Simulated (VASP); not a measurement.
Write the native input for VASP 6.6.1 that does the following.

- Task: single point
- Functional: PBEsol
- Potentials or basis: VASP PAW PBE potentials, release 64 (Cd, S)
- Cutoff: 520 eV
- k mesh: 9 × 9 × 4
- Occupations: gaussian, width 0.01 eV
- Spin: no spin polarisation
- Dipole correction: no
- Further INCAR settings: ALGO = Normal; EDIFF = 1e-06; NBANDS = 26

The structure of CdS (x) lies in POSCAR:

```
CdS
1.0
    4.1370000000      0.0000000000      0.0000000000
   -2.0685000000      3.5827470955      0.0000000000
    0.0000000000      0.0000000000      6.7160000000
Cd S
2 2
Direct
    0.3333333333      0.6666666667     -0.0000235303
    0.6666666667      0.3333333333      0.4999764697
    0.3333333333      0.6666666667      0.3770235303
    0.6666666667      0.3333333333      0.8770235303
```

These files were run (other wordings do the same):

INCAR

```
SYSTEM = CdS
PREC = Accurate
ENCUT = 520
EDIFF = 1E-6
ISMEAR = 0
SIGMA = 0.01
LREAL = .False.
LASPH = .True.
NELM = 60
ALGO = Normal
ISIF = 2
LWAVE = .False.
LCHARG = .False.
GGA = PS
NBANDS = 26
```

KPOINTS

```
Automatic mesh
0
Gamma
  9 9 4
  0 0 0
```

Potentials or basis: VASP PAW PBE potentials, release 64 (Cd, S).

The run is started by

```bash
$ cat potpaw_PBE.64/Cd/POTCAR potpaw_PBE.64/S/POTCAR > POTCAR
$ mpirun -np 1 vasp_std > vasp.out
```

It gave:

* Pressure: -0.1 GPa
* Band gap on the k mesh: 1.08 eV, direct

Caveat: the PAW data sets were made with another functional, which shifts forces and pressure a little.

Run time: 93 s on 1 thread of Intel(R) Xeon(R) Platinum 8375C CPU @ 2.90GHz (Ice Lake), with other jobs on the host, peak memory 0.25 GiB.
